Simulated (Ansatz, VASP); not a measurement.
Two plane-wave programs on WS2

```
S W
1.0
     3.15955    0.00000    0.00000
    -1.57977    2.73625    0.00000
     0.00000    0.00000   23.80426
S W
4 2
Direct
  0.33333 0.66667 0.18904
  0.33333 0.66667 0.32146
  0.00000 0.00000 0.45757
  0.00000 0.00000 0.58999
  0.66667 0.33333 0.25525
  0.66667 0.33333 0.52378
```

Alike in both runs: task single point; functional PBE; dispersion D3(BJ); k mesh 9 × 9 × 1; occupations gaussian, width 0.05 eV; no spin polarisation.

|  | VASP | Ansatz |
| --- | --- | --- |
| version | VASP 6.6.1 | Ansatz 0.2.0 |
| potentials or method | VASP PAW PBE potentials, release 64 (S, W_sv), cutoff 520 eV | scalar-relativistic, plane waves, PAW |
| valence electrons in the cell | 52 | 52 |

VASP gave:

* gap on the k mesh at the Fermi level (eV): 1.67
* least direct gap on the mesh (eV): 1.92
* rms of the force components (eV/Å): 0.020

Question: Which values does Ansatz return?

Answer: gap on the k mesh at the Fermi level (eV): 1.66; least direct gap on the mesh (eV): 1.92; rms of the force components (eV/Å): 0.020.

Spin-orbit coupling is off throughout.
